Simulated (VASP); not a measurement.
# Os (P6_3/mmc) in VASP: notebook, part 2 of 2

VASP 6.6.1. The steps go on from the part before.

### 3 Relaxation of cell and atoms, PBEsol

This run uses another cell than the first one, of 13.98 Å³/atom.

Input file INCAR:

```
PREC = Accurate ; ENCUT = 600
EDIFF = 1E-6 ; ISMEAR = -1
SIGMA = 0.05 ; LREAL = False
LASPH = True ; NELM = 100
ALGO = Normal ; ISIF = 3
LWAVE = False ; LCHARG = False
GGA = PS ; IBRION = 2
NSW = 100 ; EDIFFG = -0.002
```

Input file KPOINTS:

```
Automatic mesh
0
Gamma
  20 20 12
```

Input file POSCAR:

```
Os
1.0
    2.7341000000      0.0000000000      0.0000000000
   -1.3670500000      2.3678000565      0.0000000000
    0.0000000000      0.0000000000      4.3197000000
Os
2
Direct
    0.3333333333      0.6666666667      0.2500000000
    0.6666666667      0.3333333333      0.7500000000
```

Potentials or basis: VASP PAW PBE potentials, release 64 (Os).

Command:

```bash
> cat potpaw_PBE.64/Os/POTCAR > POTCAR
> mpirun -np 1 vasp_std > vasp.out
```

OUTCAR:

```text
PREC = Accurate
   ENCUT = 600
   EDIFF = 1E-6
   ISMEAR = -1
   LREAL = False
   LASPH = True
   NELM = 100
   ISIF = 3
   GGA = PS
   IBRION = 2
   NSW = 100
   EDIFFG = -0.002

 ion  position               nearest neighbor table
   1  0.333  0.667  0.250-   2 2.68   2 2.68   2 2.68   2 2.68   2 2.68   2 2.68
   2  0.667  0.333  0.750-   1 2.68   1 2.68   1 2.68   1 2.68   1 2.68   1 2.68

  LATTYP: Found a hexagonal cell.
 ALAT       =     2.7341000000
 C/A-ratio  =     1.5799348963

  Lattice vectors:

 A1 = (   2.7341000000,   0.0000000000,   0.0000000000)
 A2 = (  -1.3670500000,   2.3678000565,   0.0000000000)
 A3 = (   0.0000000000,   0.0000000000,   4.3197000000)

Analysis of symmetry for initial positions (statically):
=====================================================================
 Subroutine PRICEL returns:
 Original cell was already a primitive cell.

 Routine SETGRP: Setting up the symmetry group for a
 hexagonal supercell.

 Subroutine GETGRP returns: Found 24 space group operations
 (whereof 12 operations were pure point group operations)
 out of a pool of 24 trial point group operations.

The static configuration has the point symmetry D_3d.
 The point group associated with its full space group is D_6h.

Analysis of symmetry for dynamics (positions and initial velocities):
=====================================================================
 Subroutine PRICEL returns:
 Original cell was already a primitive cell.

 Routine SETGRP: Setting up the symmetry group for a
 hexagonal supercell.

 Subroutine GETGRP returns: Found 24 space group operations
 (whereof 12 operations were pure point group operations)
 out of a pool of 24 trial point group operations.

The dynamic configuration has the point symmetry D_3d.
 The point group associated with its full space group is D_6h.

 Subroutine INISYM returns: Found 24 space group operations
 (whereof 12 operations are pure point group operations),
 and found     1 'primitive' translations

----------------------------------------------------------------------------------------

                                     Primitive cell

  volume of cell :      27.9649

  direct lattice vectors                    reciprocal lattice vectors
     2.734100000  0.000000000  0.000000000     0.365751070  0.211166479  0.000000000
    -1.367050000  2.367800057  0.000000000     0.000000000  0.422332957  0.000000000
     0.000000000  0.000000000  4.319700000     0.000000000  0.000000000  0.231497558

  length of vectors
     2.734100000  2.734100000  4.319700000     0.422332957  0.422332957  0.231497558

  position of ions in fractional coordinates (direct lattice)
     0.333333333  0.666666667  0.250000000
     0.666666667  0.333333333  0.750000000

  ion indices of the primitive-cell ions
   primitive index   ion index
                 1           1
                 2           2

----------------------------------------------------------------------------------------

 KPOINTS: Automatic mesh

[... 50 lines left out ...]
   number of dos      NEDOS =    301   number of ions     NIONS =      2
   total plane-waves  NPLWV =  20736
   dimension x,y,z NGX =    24 NGY =   24 NGZ =   36
   dimension x,y,z NGXF=    48 NGYF=   48 NGZF=   72
   ions per type =               2
   NGX,Y,Z   is equivalent  to a cutoff of  14.59, 14.59, 13.85 a.u.
   NGXF,Y,Z  is equivalent  to a cutoff of  29.19, 29.19, 27.71 a.u.
 SYSTEM =  unknown system
   PREC   = accura    normal or accurate (medium, high low for compatibility)
   ISTART =      0    job   : 0-new  1-cont  2-samecut
   ICHARG =      2    charge: 1-file 2-atom 10-const
   ISPIN  =      1    spin polarized calculation?
   LNONCOLLINEAR =      F non collinear calculations
   LSORBIT =      F    spin-orbit coupling
   LASPH  =      T    aspherical Exc in radial PAW
   ENCUT  =  600.0 eV  44.10 Ry    6.64 a.u.   5.46  5.46  8.63*2*pi/ulx,y,z
   NELM   =    100;   NELMIN=  2; NELMDL= -5     # of ELM steps
   EDIFF  = 0.1E-05   stopping-criterion for ELM
   LREAL  =      F    real-space projection
   EDIFFG = -.2E-02   stopping-criterion for IOM
   NSW    =    100    number of steps for IOM
   IBRION =      2    ionic relax: 0-MD 1-quasi-New 2-CG
   NFREE  =      1    steps in history (QN), initial steepest desc. (CG)
   ISIF   =      3    stress and relaxation
   ISYM   =      2    0-nonsym 1-usesym 2-fastsym
   POTIM  = 0.5000    time-step for ionic-motion
   TEBEG  =    0.0;   TEEND  =   0.0 temperature during run
   PSTRESS=    0.0 pullay stress
   NELECT =      16.0000    total number of electrons
   NUPDOWN=      -1.0000    fix difference up-down
   EMIN   =  10.00;   EMAX   =-10.00  energy-range for DOS
   EFERMI =   0.00;   METHOD = LEGACY
   ISMEAR =    -1;   SIGMA  =   0.05  broadening in eV -4-tet -1-fermi 0-gaus
   EFERMI_NEDOS =   21; number of points for ismear=-14 and -15
   IALGO  =     38    algorithm
   IMIX   =      4    mixing-type and parameters
     AMIX     =   0.40;   BMIX     =  1.00
     AMIX_MAG =   1.60;   BMIX_MAG =  1.00
  volume/ion in A,a.u.               =      13.98        94.36
  Fermi-wavevector in a.u.,A,eV,Ry     =   1.359076  2.568282 25.131161  1.847088
  Thomas-Fermi vector in A             =   2.485855
   LORBIT       =      0    0 simple, 1 ext, 2 COOP (PROOUT), +10 PAW based schemes
   GGA     = PS    functional components
   LHFCALC =     F    Hartree Fock is set to
   AEXX    =    0.0000 exact exchange contribution
   IVDW    =     0    specifies the selected vdW correction
   LEPSILON=     F    determine dielectric tensor
   LRPA    =     F    only Hartree local field effects (RPA)
 conjugate gradient relaxation of ions
 non-spin polarized calculation
  energy-cutoff  :      600.00
  volume of cell :       27.96
 maximum number of plane-waves:       965
 NGX is ok and might be reduce to    24
   NGX = 11   NGY = 11   NGZ = 17

--------------------------------------- Ionic step        1  -------------------------------------------

 number of electron      16.0000001 magnetization

 Free energy of the ion-electron system (eV)
  ---------------------------------------------------
  ext. energy  EPLUGINS =         0.00000000
  ---------------------------------------------------
  free energy    TOTEN  =       -24.49356035 eV

  energy without entropy =      -24.48555973  energy(sigma->0) =      -24.48956004

------------------------ aborting loop because EDIFF is reached ----------------------------------------

  FORCE on cell =-STRESS in cart. coord.  units (eV):
  Direction    XX          YY          ZZ          XY          YZ          ZX
  --------------------------------------------------------------------------------------
  -------------------------------------------------------------------------------------
  Total       -0.3461899     -0.3461899     -0.5136929      0.0000000     -0.0000000      0.0000000
  in kB      -19.8340784    -19.8340784    -29.4307344      0.0000000     -0.0000000      0.0000000
  external PRESSURE =     -23.0329637 kB  Pullay stress =       0.0000000 kB
[... 275 lines left out ...]
--------------------------------------- Ionic step        9  -------------------------------------------

 number of electron      16.0000001 magnetization

 Free energy of the ion-electron system (eV)
  ---------------------------------------------------
  ext. energy  EPLUGINS =         0.00000000
  ---------------------------------------------------
  free energy    TOTEN  =       -24.49469304 eV

  energy without entropy =      -24.48679332  energy(sigma->0) =      -24.49074318

 E-fermi :   9.4284     XC(G=0): -14.1860

 val. band max:        9.4258897620   @ k =   0.1500  -0.0000   0.3333
 cond. band min:       9.4316417970   @ k =   0.4500   0.1000   0.4167
 fundamental gap:      0.0057520349
 Fermi energy:         9.4283946458

 k-point     1 :       0.0000    0.0000    0.0000
  band No.  band energies     occupation
      1      -1.6536      2.00000
      2       1.5123      2.00000
      3       6.2934      2.00000
      4       6.2934      2.00000
      5       6.5699      2.00000
      6       7.1505      2.00000
      7       7.1505      2.00000
      8       7.8035      2.00000
      9       7.8035      2.00000
     10       9.4053      1.22662
     11      11.1003      0.00000
     12      11.1003      0.00000
[... 331 lines left out ...]
 k-point    24 :       0.2500    0.1000    0.0000
  band No.  band energies     occupation
      1       1.4644      2.00000
      2       3.0388      2.00000
      3       4.0220      2.00000
      4       4.7610      2.00000
      5       6.0484      2.00000
      6       6.4786      2.00000
      7       7.3233      2.00000
      8       8.9271      1.99991
      9       9.6319      0.03360
     10      10.5405      0.00000
     11      11.8276      0.00000
     12      17.9414      0.00000

 [... further k-points ...]
[... 5 lines left out ...]
  --------------------------------------------------------------------------------------
  -------------------------------------------------------------------------------------
  Total       -0.0020484     -0.0020484      0.0016604      0.0000000     -0.0000000      0.0000000
  in kB       -0.1179676     -0.1179676      0.0956249      0.0000000     -0.0000000      0.0000000
  external PRESSURE =      -0.0467701 kB  Pullay stress =       0.0000000 kB
[... 17 lines left out ...]
  FREE ENERGIE OF THE ION-ELECTRON SYSTEM (eV)
  ---------------------------------------------------
  free  energy   TOTEN  =       -24.4946930371 eV

  energy  without entropy=      -24.4867933151  energy(sigma->0) =      -24.49074318

 reached required accuracy - stopping structural energy minimisation
```

OSZICAR:

```text
N       E                     dE             d eps       ncg     rms          rms(c)
DAV:   1     0.118122648275E+03    0.11812E+03   -0.83508E+03  7392   0.144E+03
DAV:   2    -0.171753352611E+02   -0.13530E+03   -0.12257E+03  7724   0.422E+02
[... 54 lines left out ...]
   8 F= -.24494677E+02 E0= -.24490722E+02  d E =0.156806E-04
       N       E                     dE             d eps       ncg     rms          rms(c)
DAV:   1    -0.244947119437E+02   -0.35353E-04   -0.58686E-04  7392   0.209E-01    0.631E-02
DAV:   2    -0.244946958141E+02    0.16130E-04   -0.19413E-05  7572   0.465E-02    0.274E-02
DAV:   3    -0.244946929480E+02    0.28661E-05   -0.12399E-05  8584   0.361E-02    0.309E-03
DAV:   4    -0.244946930371E+02   -0.89099E-07   -0.22567E-07  3712   0.394E-03
   9 F= -.24494693E+02 E0= -.24490743E+02  d E =-.690932E-06
```

It took 3.7 min on 1 thread of AMD EPYC 9R45 (Zen 5), shared host; peak memory 0.23 GiB.

What came out:

```
Free energy                           : -24.4947 eV
Relaxed volume                        : 13.91 Å³/atom
Relaxed cell                          : a = 2.731 Å, b = 2.731 Å, c = 4.308 Å, α = 90.00°, β = 90.00°, γ = 120.00°
Space group after relaxing (to 0.1 Å) : P6_3/mmc (No. 194)
Energy gained by relaxing             : 0.6 meV/atom
Ionic steps                           : 9
Pressure after relaxing               : 0.0 GPa
Band gap on the k mesh                : zero (bands 8 and 9 overlap by 4.00 eV)
```

The path:
| step | energy change (eV) | largest force (eV/Å) | pressure (GPa) | volume (Å³) |
| --- | --- | --- | --- | --- |
| 1 | 0.0000 | 0.0000 | -2.30 | 27.96 |
| 2 | 0.0221 | 0.0000 | 11.38 | 27.16 |
| 3 | -0.0011 | 0.0000 | 0.01 | 27.82 |
| 4 | -0.0011 | 0.0000 | 0.02 | 27.82 |
| 5 | -0.0011 | 0.0000 | 0.07 | 27.81 |
| 6 | -0.0011 | 0.0000 | 0.03 | 27.82 |
| 7 | -0.0011 | 0.0000 | 0.08 | 27.81 |
| 8 | -0.0011 | 0.0000 | -0.28 | 27.84 |
| 9 | -0.0011 | 0.0000 | 0.00 | 27.82 |

Final structure:
```
CELL_PARAMETERS angstrom
2.73055 0.00000 0.00000
-1.36527 2.36473 0.00000
0.00000 0.00000 4.30849
ATOMIC_POSITIONS crystal
Os 0.33333 0.66667 0.25000
Os 0.66667 0.33333 0.75000
```

Levels at points of the mesh, in eV from the Fermi level:
```
           k point  band 6  band 7  band 8  band 9  band 10  band 11
(0.00, 0.00, 0.00)   -2.28   -2.28   -1.62   -1.62    -0.02     1.67
(0.50, 0.00, 0.00)   -2.63   -1.93    2.02    2.59     2.73     4.41
(0.00, 0.00, 0.50)   -3.33   -3.33   -3.33    0.87     0.87     0.87
(0.50, 0.00, 0.50)   -1.26   -0.22   -0.22    2.36     2.36     3.29
```

Caveat: the PAW data sets were made with another functional, which shifts forces and pressure a little; spin-orbit coupling is left out, which moves the levels of the heavy elements.
